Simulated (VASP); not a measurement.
# Li (Cmmm) in VASP: single point with PBE

Aim: the single point of Li with PBE.

Everything below comes from runs of VASP 6.6.1. Logs are shortened: lines on timing, memory, paths and dates and some standing lists are left out, and cuts for length are marked.

**1. The cell of the first run**

Symmetry: Cmmm, No. 65, orthorhombic system. Conventional cell: a = 6.056 Å, b = 8.177 Å, c = 6.325 Å, α = 90.00°, β = 90.00°, γ = 90.00°. Within 3.8 Å of Li (site symmetry 2) lie 6 Li at 2.91 to 3.42 Å. Within 3.9 Å of Li (site symmetry mmm) lie 8 Li at 2.93 Å.

**2. Single point, PBE (K replaced by Li, lengths x 0.778, strained)**

Contents of INCAR:

```
SYSTEM = Li
PREC = Accurate ; ENCUT = 520
EDIFF = 1E-6 ; ISMEAR = 0
SIGMA = 0.1 ; LREAL = .False.
LASPH = .True. ; NELM = 100
ALGO = Fast ; ISIF = 2
LWAVE = .False. ; LCHARG = .True.
GGA = PE ; LELF = .True.
LVHAR = .True. ; NBANDS = 16
```

Contents of KPOINTS:

```
Automatic mesh
0
Gamma
  8 8 6
  0 0 0
```

Contents of POSCAR:

```
Li
1.0
    3.0277789842     -4.0882781131      0.0000000000
    3.0277789842      4.0882781131      0.0000000000
    0.0000000000      0.0000000000      6.3254750814
Li
5
Direct
    0.5000000000      0.0000000000      0.2299563645
    0.0000000000      0.5000000000      0.7700436355
    0.0000000000      0.5000000000      0.2299563645
    0.5000000000      0.0000000000      0.7700436355
    0.0000000000      0.0000000000      0.0000000000
```

Potentials or basis: VASP PAW PBE potentials, release 64 (Li_sv).

On the command line:

```
> cat potpaw_PBE.64/Li_sv/POTCAR > POTCAR
> mpirun -np 1 vasp_std > vasp.out
```

OUTCAR:

```text
SYSTEM = Li
   PREC = Accurate
   ENCUT = 520
   EDIFF = 1E-6
   ISMEAR = 0
   LREAL = .False.
   LASPH = .True.
   NELM = 100
   ISIF = 2
   GGA = PE

 ion  position               nearest neighbor table
   1  0.500  0.000  0.230-
   2  0.000  0.500  0.770-
   3  0.000  0.500  0.230-
   4  0.500  0.000  0.770-
   5  0.000  0.000  0.000-

  LATTYP: Found a base centered orthorhombic cell.
 ALAT       =     6.0555579684
 B/A-ratio  =     1.3502564535
 C/A-ratio  =     1.0445734504

  Lattice vectors:

 A1 = (   3.0277789842,  -4.0882781131,   0.0000000000)
 A2 = (   3.0277789842,   4.0882781131,   0.0000000000)
 A3 = (   0.0000000000,   0.0000000000,   6.3254750814)

Analysis of symmetry for initial positions (statically):
=====================================================================
 Subroutine PRICEL returns:
 Original cell was already a primitive cell.

 Routine SETGRP: Setting up the symmetry group for a
 base centered orthorhombic supercell.

 Subroutine GETGRP returns: Found  8 space group operations
 (whereof  8 operations were pure point group operations)
 out of a pool of  8 trial point group operations.

The static configuration has the point symmetry D_2h.

Analysis of symmetry for dynamics (positions and initial velocities):
=====================================================================
 Subroutine PRICEL returns:
 Original cell was already a primitive cell.

 Routine SETGRP: Setting up the symmetry group for a
 base centered orthorhombic supercell.

 Subroutine GETGRP returns: Found  8 space group operations
 (whereof  8 operations were pure point group operations)
 out of a pool of  8 trial point group operations.

The dynamic configuration has the point symmetry D_2h.

 Subroutine INISYM returns: Found  8 space group operations
 (whereof  8 operations are pure point group operations),
 and found     1 'primitive' translations

----------------------------------------------------------------------------------------

                                     Primitive cell

  volume of cell :     156.5986

  direct lattice vectors                    reciprocal lattice vectors
     3.027778984 -4.088278113  0.000000000     0.165137549 -0.122300877  0.000000000
     3.027778984  4.088278113  0.000000000     0.165137549  0.122300877  0.000000000
     0.000000000  0.000000000  6.325475081     0.000000000  0.000000000  0.158090892

  length of vectors
     5.087382776  5.087382776  6.325475081     0.205494318  0.205494318  0.158090892

  position of ions in fractional coordinates (direct lattice)
     0.500000000  0.000000000  0.229956364
     0.000000000  0.500000000  0.770043636
     0.000000000  0.500000000  0.229956364
     0.500000000  0.000000000  0.770043636
     0.000000000  0.000000000  0.000000000

  ion indices of the primitive-cell ions
   primitive index   ion index
                 1           1
                 2           2
                 3           3
                 4           4
                 5           5

----------------------------------------------------------------------------------------

 KPOINTS: Automatic mesh

Automatic generation of k-mesh.
 Grid dimensions read from file:
 generate k-points for:    8    8    6

 Generating k-lattice:

  Cartesian coordinates                     Fractional coordinates (reciprocal lattice)
     0.020642194 -0.015287610  0.000000000     0.125000000  0.000000000  0.000000000
     0.020642194  0.015287610  0.000000000     0.000000000  0.125000000  0.000000000
     0.000000000  0.000000000  0.026348482     0.000000000  0.000000000  0.166666667

  Length of vectors
     0.025686790  0.025686790  0.026348482

  Shift w.r.t. Gamma in fractional coordinates (k-lattice)
     0.000000000  0.000000000  0.000000000

 Subroutine IBZKPT returns following result:
 ===========================================

 Found     84 irreducible k-points:

 Following reciprocal coordinates:
            Coordinates               Weight
  0.000000  0.000000  0.000000      1.000000
  0.125000  0.000000  0.000000      4.000000
  0.250000  0.000000  0.000000      4.000000
  0.375000  0.000000  0.000000      4.000000
  0.500000  0.000000  0.000000      2.000000
  0.125000  0.125000  0.000000      2.000000
[... 16 lines left out ...]
  0.125000  0.000000  0.166667      8.000000
  0.250000  0.000000  0.166667      8.000000
 [... further k-points ...]
   k-points           NKPTS =     84   k-points in BZ     NKDIM =     84   number of bands    NBANDS=     16
   number of dos      NEDOS =    301   number of ions     NIONS =      5
   total plane-waves  NPLWV =  76800
   dimension x,y,z NGX =    40 NGY =   40 NGZ =   48
   dimension x,y,z NGXF=    80 NGYF=   80 NGZF=   96
   ions per type =               5
   NGX,Y,Z   is equivalent  to a cutoff of  13.07, 13.07, 12.62 a.u.
   NGXF,Y,Z  is equivalent  to a cutoff of  26.14, 26.14, 25.23 a.u.
 SYSTEM =  Li
   PREC   = accura    normal or accurate (medium, high low for compatibility)
   ISTART =      0    job   : 0-new  1-cont  2-samecut
   ICHARG =      2    charge: 1-file 2-atom 10-const
   ISPIN  =      1    spin polarized calculation?
   LNONCOLLINEAR =      F non collinear calculations
   LSORBIT =      F    spin-orbit coupling
   LASPH  =      T    aspherical Exc in radial PAW
   ENCUT  =  520.0 eV  38.22 Ry    6.18 a.u.   9.46  9.46 11.76*2*pi/ulx,y,z
   NELM   =    100;   NELMIN=  2; NELMDL= -5     # of ELM steps
   EDIFF  = 0.1E-05   stopping-criterion for ELM
   LREAL  =      F    real-space projection
[... 7 lines left out ...]
   TEBEG  =    0.0;   TEEND  =   0.0 temperature during run
   PSTRESS=    0.0 pullay stress
   NELECT =      15.0000    total number of electrons
   NUPDOWN=      -1.0000    fix difference up-down
   EMIN   =  10.00;   EMAX   =-10.00  energy-range for DOS
   EFERMI =   0.00;   METHOD = LEGACY
   ISMEAR =     0;   SIGMA  =   0.10  broadening in eV -4-tet -1-fermi 0-gaus
   EFERMI_NEDOS =   21; number of points for ismear=-14 and -15
   IALGO  =     68    algorithm
   IMIX   =      4    mixing-type and parameters
     AMIX     =   0.40;   BMIX     =  1.00
     AMIX_MAG =   1.60;   BMIX_MAG =  1.00
  volume/ion in A,a.u.               =      31.32       211.36
  Fermi-wavevector in a.u.,A,eV,Ry     =   0.749047  1.415494  7.633849  0.561072
  Thomas-Fermi vector in A             =   1.845477
   LORBIT       =      0    0 simple, 1 ext, 2 COOP (PROOUT), +10 PAW based schemes
   GGA     = PE    functional components
   LHFCALC =     F    Hartree Fock is set to
   AEXX    =    0.0000 exact exchange contribution
   IVDW    =     0    specifies the selected vdW correction
   LEPSILON=     F    determine dielectric tensor
   LRPA    =     F    only Hartree local field effects (RPA)
 non-spin polarized calculation
 RMM-DIIS sequential band-by-band and
 Gauss-broadening in eV      SIGMA  =   0.10
  energy-cutoff  :      520.00
  volume of cell :      156.60
 maximum number of plane-waves:      4244
 NGX is ok and might be reduce to    40
   NGX = 19   NGY = 19   NGZ = 23

 number of electron      14.9999929 magnetization

 Free energy of the ion-electron system (eV)
  ---------------------------------------------------
  ext. energy  EPLUGINS =         0.00000000
  ---------------------------------------------------
  free energy    TOTEN  =        -7.96279272 eV

  energy without entropy =       -7.94927557  energy(sigma->0) =       -7.95603414

 E-fermi :  -0.4760     XC(G=0):  -5.9520

 val. band max:       -0.4842019139   @ k =   0.2500   0.1250   0.5000
 cond. band min:      -0.4754216012   @ k =   0.2500   0.2500   0.1667
 fundamental gap:      0.0087803127
 Fermi energy:        -0.4760090052

 k-point     1 :       0.0000    0.0000    0.0000
  band No.  band energies     occupation
      1     -47.7832      2.00000
      2     -47.7771      2.00000
      3     -47.7764      2.00000
      4     -47.7707      2.00000
      5     -47.2982      2.00000
      6      -3.3744      2.00000
[... 8 lines left out ...]
     15       3.7792      0.00000
     16       4.8313      0.00000

 k-point     2 :       0.1250    0.0000    0.0000
  band No.  band energies     occupation
      1     -47.7829      2.00000
      2     -47.7768      2.00000
      3     -47.7766      2.00000
      4     -47.7709      2.00000
      5     -47.2982      2.00000
      6      -3.2960      2.00000
[... 8 lines left out ...]
     15       4.0789      0.00000
     16       4.3871      0.00000

 k-point     3 :       0.2500    0.0000    0.0000
  band No.  band energies     occupation
      1     -47.7822      2.00000
      2     -47.7773      2.00000
      3     -47.7761      2.00000
      4     -47.7716      2.00000
      5     -47.2982      2.00000
      6      -3.0617      2.00000
[... 8 lines left out ...]
     15       4.1830      0.00000
     16       5.1233      0.00000

 k-point     4 :       0.3750    0.0000    0.0000
  band No.  band energies     occupation
      1     -47.7810      2.00000
      2     -47.7784      2.00000
      3     -47.7751      2.00000
      4     -47.7726      2.00000
      5     -47.2983      2.00000
      6      -2.6743      2.00000
[... 8 lines left out ...]
     15       4.3488      0.00000
     16       5.1781      0.00000

 k-point     5 :       0.5000    0.0000    0.0000
  band No.  band energies     occupation
      1     -47.7797      2.00000
      2     -47.7797      2.00000
      3     -47.7739      2.00000
      4     -47.7739      2.00000
      5     -47.2983      2.00000
      6      -2.2107      2.00000
[... 8 lines left out ...]
     15       4.8534      0.00000
     16       4.9311      0.00000

 k-point     6 :       0.1250    0.1250    0.0000
  band No.  band energies     occupation
      1     -47.7822      2.00000
      2     -47.7773      2.00000
      3     -47.7761      2.00000
      4     -47.7716      2.00000
      5     -47.2982      2.00000
      6      -3.1733      2.00000
[... 8 lines left out ...]
     15       4.2312      0.00000
     16       4.4015      0.00000

 k-point     7 :       0.2500    0.1250    0.0000
  band No.  band energies     occupation
      1     -47.7811      2.00000
      2     -47.7783      2.00000
      3     -47.7751      2.00000
      4     -47.7726      2.00000
      5     -47.2983      2.00000
      6      -2.8956      2.00000
[... 8 lines left out ...]
     15       4.4777      0.00000
     16       4.9331      0.00000

 k-point     8 :       0.3750    0.1250    0.0000
  band No.  band energies     occupation
      1     -47.7798      2.00000
      2     -47.7796      2.00000
      3     -47.7739      2.00000
      4     -47.7738      2.00000
      5     -47.2983      2.00000
      6      -2.4685      2.00000
[... 8 lines left out ...]
     15       4.4767      0.00000
     16       4.8300      0.00000

 k-point     9 :       0.5000    0.1250    0.0000
  band No.  band energies     occupation
      1     -47.7809      2.00000
      2     -47.7784      2.00000
      3     -47.7750      2.00000
      4     -47.7727      2.00000
      5     -47.2983      2.00000
      6      -2.2450      2.00000
[... 8 lines left out ...]
     15       4.1214      0.00000
     16       4.8404      0.00000
[... 172 lines left out ...]
 k-point    19 :       0.5000    0.3750    0.0000
  band No.  band energies     occupation
      1     -47.7826      2.00000
      2     -47.7767      2.00000
      3     -47.7767      2.00000
      4     -47.7710      2.00000
      5     -47.2984      2.00000
      6      -1.9733      2.00000
[... 8 lines left out ...]
     15       3.4818      0.00000
     16       5.0222      0.00000

 k-point    20 :      -0.3750    0.3750    0.0000
  band No.  band energies     occupation
      1     -47.7829      2.00000
      2     -47.7770      2.00000
      3     -47.7764      2.00000
      4     -47.7707      2.00000
      5     -47.2983      2.00000
      6      -2.3719      2.00000
[... 8 lines left out ...]
     15       3.7495      0.00000
     16       4.6509      0.00000

 k-point    21 :       0.5000    0.5000    0.0000
  band No.  band energies     occupation
      1     -47.7828      2.00000
      2     -47.7769      2.00000
      3     -47.7764      2.00000
      4     -47.7707      2.00000
      5     -47.2984      2.00000
      6      -1.6887      2.00000
[... 8 lines left out ...]
     15       3.2978      0.00000
     16       4.5464      0.00000

 k-point    22 :       0.0000    0.0000    0.1667
  band No.  band energies     occupation
      1     -47.7830      2.00000
      2     -47.7773      2.00000
      3     -47.7762      2.00000
      4     -47.7708      2.00000
      5     -47.2982      2.00000
      6      -3.2972      2.00000
[... 8 lines left out ...]
     15       3.7741      0.00000
     16       4.2837      0.00000

 k-point    23 :       0.1250    0.0000    0.1667
  band No.  band energies     occupation
      1     -47.7827      2.00000
      2     -47.7770      2.00000
      3     -47.7764      2.00000
      4     -47.7711      2.00000
      5     -47.2982      2.00000
      6      -3.2190      2.00000
[... 8 lines left out ...]
     15       3.8298      0.00000
     16       4.3220      0.00000

 k-point    24 :       0.2500    0.0000    0.1667
  band No.  band energies     occupation
      1     -47.7820      2.00000
      2     -47.7771      2.00000
      3     -47.7763      2.00000
      4     -47.7717      2.00000
      5     -47.2982      2.00000
      6      -2.9849      2.00000
[... 8 lines left out ...]
     15       3.9551      0.00000
     16       5.0949      0.00000

 [... further k-points ...]

------------------------ aborting loop because EDIFF is reached ----------------------------------------

  FORCE on cell =-STRESS in cart. coord.  units (eV):
  Direction    XX          YY          ZZ          XY          YZ          ZX
  --------------------------------------------------------------------------------------
  -------------------------------------------------------------------------------------
  Total       -0.3328691     -1.3680474     -1.0191231     -0.0000000      0.0000000      0.0000000
  in kB       -3.4056215    -13.9966464    -10.4267629     -0.0000000      0.0000000      0.0000000
  external PRESSURE =      -9.2763436 kB  Pullay stress =       0.0000000 kB

 VOLUME and BASIS-vectors are now :
 -----------------------------------------------------------------------------
  energy-cutoff  :      520.00
  volume of cell :      156.60
      direct lattice vectors                 reciprocal lattice vectors
     3.027778984 -4.088278113  0.000000000     0.165137549 -0.122300877  0.000000000
     3.027778984  4.088278113  0.000000000     0.165137549  0.122300877  0.000000000
     0.000000000  0.000000000  6.325475081     0.000000000  0.000000000  0.158090892

 POSITION                                       TOTAL-FORCE (eV/Angst)
 -----------------------------------------------------------------------------------
      1.51389     -2.04414      1.45458        -0.000000     -0.000000      0.191886
      1.51389      2.04414      4.87089        -0.000000      0.000000     -0.191886
      1.51389      2.04414      1.45458         0.000000     -0.000000      0.191886
      1.51389     -2.04414      4.87089        -0.000000     -0.000000     -0.191886
      0.00000      0.00000      0.00000         0.000000     -0.000000      0.000000
 -----------------------------------------------------------------------------------
    total drift:                                0.000000     -0.000000     -0.000000

  FREE ENERGIE OF THE ION-ELECTRON SYSTEM (eV)
  ---------------------------------------------------
  free  energy   TOTEN  =        -7.9627927153 eV

  energy  without entropy=       -7.9492755717  energy(sigma->0) =       -7.95603414
```

It took 2.6 min on 1 thread of Intel Xeon Platinum 8488C (Sapphire Rapids), shared host; peak memory 0.33 GiB.

What came out:

| Property | Result |
| --- | --- |
| Free energy | -7.9628 eV |
| Largest force | 0.192 eV/Å |
| Band gap on the k mesh | zero (an odd number of electrons rules out a gap without spin polarisation) |

Forces in eV/Å, atoms in the order of the input:
```
Li   0.000  0.000  0.192
Li   0.000  0.000 -0.192
Li   0.000  0.000  0.192
Li   0.000  0.000 -0.192
Li   0.000  0.000  0.000
```

Caveat: the cell differs from its parent crystal (K replaced by Li, lengths x 0.778, strained); the cutoff is under 1.25 times the usual one of these potentials, so pressure, stress and relaxed cells hold a basis-set (Pulay) error.
